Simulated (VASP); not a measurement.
Here is a VASP 6.6.1 calculation.

File INCAR:

```
  ALGO = Normal
  DIPOL = 0.5 0.5 0.500
  EDIFF = 1E-7
  ENCUT = 520
  GGA = PE
  IDIPOL = 3
  ISIF = 2
  ISMEAR = -1
  LASPH = True
  LCHARG = False
  LDIPOL = True
  LREAL = False
  LWAVE = False
  NBANDS = 51
  NELM = 100
  PREC = Accurate
  SIGMA = 0.05
```

File KPOINTS:

```
k-points
0
Gamma
  9 9 1
```

Contents of POSCAR:

```
Mo
1.0
    2.8496403282      0.0000000000      0.0000000000
    0.0000000000      2.8496403282      0.0000000000
    0.0000000000      0.0000000000     25.0750000000
Mo
6
Direct
    0.5000000000      0.5000000000      0.2991026919
    0.0000000000      0.0000000000      0.3794616152
    0.5000000000      0.5000000000      0.4598205384
    0.0000000000      0.0000000000      0.5401794616
    0.5000000000      0.5000000000      0.6205383848
    0.0000000000      0.0000000000      0.7008973081
```

Potentials or basis: VASP PAW PBE potentials, release 64 (Mo_sv).

Command:

```bash
$ cat potpaw_PBE.64/Mo_sv/POTCAR > POTCAR
$ mpirun -np 1 vasp_std > vasp.out
```

Q: What does it give for the band gap on the k mesh?

A: Zero (band 42 reaches 4.83 eV, above the bottom of band 43 at 3.14 eV).

Q: What does it give for the largest force?

A: 0.488 eV/Å.

Forces in eV/Å, atoms in the order of the input:
```
Mo   0.000  0.000  0.488
Mo   0.000  0.000 -0.225
Mo   0.000  0.000 -0.100
Mo   0.000  0.000  0.100
Mo   0.000  0.000  0.225
Mo   0.000  0.000 -0.488
```
